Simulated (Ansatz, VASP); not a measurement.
**One calculation of Si2W, two programs**

File INCAR:

```
SYSTEM = Si2W
PREC = Accurate
ENCUT = 520
EDIFF = 1E-7
ISMEAR = 0
SIGMA = 0.03
LREAL = .FALSE.
LASPH = .TRUE.
NELM = 80
ALGO = Normal
ISIF = 2
LWAVE = .FALSE.
LCHARG = .FALSE.
GGA = PE
NBANDS = 43
```

The input KPOINTS:

```
regular mesh
0
G
  9 9 6
  0 0 0
```

POSCAR

```
Si2W
1.0
    4.5199185558      0.0000000000      0.0000000000
   -2.2599592779      3.9143642923      0.0000000000
    0.0000000000      0.0000000000      6.9276791704
Si W
6 3
Direct
    0.8551111253      0.7102222506      0.5000000000
    0.1448888747      0.8551111253      0.8333333333
    0.7102222506      0.8551111253      0.1666666667
    0.1448888747      0.2897777494      0.5000000000
    0.8551111253      0.1448888747      0.8333333333
    0.2897777494      0.1448888747      0.1666666667
    0.0000000000      0.5000000000      0.1666666667
    0.5000000000      0.5000000000      0.8333333333
    0.5000000000      0.0000000000      0.5000000000
```

Input for Ansatz:

```yaml
crystal:
  lattice:
    - [4.5199185558, 0.0, 0.0]
    - [-2.2599592779, 3.9143642923, 0.0]
    - [0.0, 0.0, 6.9276791704]
  atoms:
    - { symbol: Si, position: [0.8551111253, 0.7102222506, 0.5] }
    - { symbol: Si, position: [0.1448888747, 0.8551111253, 0.8333333333] }
    - { symbol: Si, position: [0.7102222506, 0.8551111253, 0.1666666667] }
    - { symbol: Si, position: [0.1448888747, 0.2897777494, 0.5] }
    - { symbol: Si, position: [0.8551111253, 0.1448888747, 0.8333333333] }
    - { symbol: Si, position: [0.2897777494, 0.1448888747, 0.1666666667] }
    - { symbol: W, position: [0.0, 0.5, 0.1666666667] }
    - { symbol: W, position: [0.5, 0.5, 0.8333333333] }
    - { symbol: W, position: [0.5, 0.0, 0.5] }
basis:
  ecutwfc: 420
kpoints:
  mp_grid: { grid: [9, 9, 6] }
hamiltonian:
  xc: pbe
  pseudopotentials: { kind: paw, azcp: { folder: soft_1 } }
scf:
  occupations: { method: gaussian, width: 0.03 }
output:
  forces: true
  stress: true
  eigenvalues: true
```

Alike in both runs: task single point; functional PBE; k mesh 9 × 9 × 6; occupations gaussian, width 0.03 eV; no spin polarisation.

```csv
,VASP,Ansatz
version,VASP 6.6.1,Ansatz 0.2.0
potentials or method,"VASP PAW PBE potentials, release 64 (Si, W_sv), cutoff 520 eV","scalar-relativistic, plane waves, PAW"
valence electrons in the cell,66,66
```

```csv
,VASP,Ansatz,Ansatz less VASP
gap on the k mesh at the Fermi level (eV),none,none,-
pressure (GPa),4.6,4.6,+0.01
"traceless stress, the component that is largest in VASP (GPa)",-14.19,-14.18,+0.010
rms of the force components (eV/Å),1.660,1.667,+0.0064
```

Atom by atom the forces differ by 0.006 eV/Å (rms over components). A gap of «none» marks a metal or a gap that the smearing closes.

Neither program's run includes spin-orbit coupling.
